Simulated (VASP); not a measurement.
Input of a VASP 6.6.1 run:

The input POSCAR:

```
Mg3Sb2
1.0
    4.5696659257      0.0000000000      0.0000000000
   -2.2848329629      3.9574467785      0.0000000000
    0.0000000000      0.0000000000      7.2399975013
Mg Sb
3 2
Direct
    0.3333333333      0.6666666667      0.6336571751
    0.6666666667      0.3333333333      0.3663428249
    0.0000000000      0.0000000000      0.0000000000
    0.3333333333      0.6666666667      0.2287531121
    0.6666666667      0.3333333333      0.7712468879
```

INCAR.step1

```
PREC = Accurate ; ENCUT = 660
ISMEAR = 0 ; SIGMA = 0.01
LREAL = False ; LASPH = True
NELM = 120 ; NBANDS = 16
GGA = PE ; ALGO = Normal
EDIFF = 1E-5 ; LWAVE = True
LCHARG = False ; GGA_COMPAT = False
```

The input INCAR.step2:

```
PREC = Accurate ; ENCUT = 660
EDIFF = 1E-6 ; ISMEAR = 0
SIGMA = 0.01 ; LREAL = False
LASPH = True ; NELM = 120
ALGO = Normal ; ISIF = 2
LWAVE = False ; LCHARG = True
METAGGA = R2SCAN ; LMIXTAU = True
LELF = True ; LVHAR = True
NBANDS = 16 ; ISTART = 1
GGA_COMPAT = False
```

Contents of KPOINTS:

```
Automatic mesh
0
Gamma
  6 6 4
```

Potentials or basis: VASP PAW PBE potentials, release 64 (Mg, Sb).

Launch:

```bash
$ cat potpaw_PBE.64/Mg/POTCAR potpaw_PBE.64/Sb/POTCAR > POTCAR
$ cp INCAR.step1 INCAR
$ mpirun -np 1 vasp_std > vasp.out
$ cp INCAR.step2 INCAR
$ mpirun -np 1 vasp_std > vasp.out
```

Problem. Predict the band gap on the k mesh.

Solution. 0.56 eV, indirect (least direct gap 1.75 eV).

Problem. Predict the largest force.

Solution. 0.016 eV/Å.

Problem. Predict the pressure.

Solution. 0.0 GPa.

Forces on the atoms (eV/Å):
```
Mg   0.000  0.000 -0.003
Mg   0.000  0.000  0.003
Mg   0.000  0.000  0.000
Sb   0.000  0.000 -0.016
Sb   0.000  0.000  0.016
```

Caveat: the PAW data sets were made with another functional, which shifts forces and pressure a little; spin-orbit coupling is left out, which moves the levels of the heavy elements. A k mesh can miss the band edges.
